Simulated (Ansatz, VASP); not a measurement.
# CoO in VASP and in Ansatz

```xyz
2
Lattice="-1.5080 1.5080 2.1072 1.5080 -1.5080 2.1072 1.5080 1.5080 -2.1072" Properties=species:S:1:pos:R:3 pbc="T T T"
Co    0.0385    0.0077   -0.0330
O    -0.0152    0.0302    2.1267
```

Change from the starting cell: atoms moved at random, drawn with an rms of 0.05 Å.

Alike in both runs: task single point; functional PBE; k mesh 12 × 12 × 12; occupations fermi-dirac, width 0.05 eV; collinear spin.

```csv
,VASP,Ansatz
version,VASP 6.6.1,Ansatz 0.2.0
potentials or method,"VASP PAW PBE potentials, release 64 (Co, O), cutoff 600 eV","all-electron LAPW, scalar-relativistic"
```

```tsv
	VASP	Ansatz	Ansatz less VASP
gap on the k mesh at the Fermi level (eV)	none	none	-
pressure (GPa)	-0.5	0.5	+0.98
traceless stress, the component that is largest in VASP (GPa)	0.39	0.17	-0.213
rms of the force components (eV/Å)	0.071	0.076	+0.0053
net moment per atom (μB)	1.45	1.46	+0.015
size of the moment on the site where the two differ most (μB)	2.54	2.57	+0.026
```

Site moments also hang on the region over which each program counts them. Atom by atom the forces differ by 0.005 eV/Å (rms over components). A gap of «none» marks a metal or a gap that the smearing closes. Ansatz ran all-electron here, and VASP with PAW potentials.
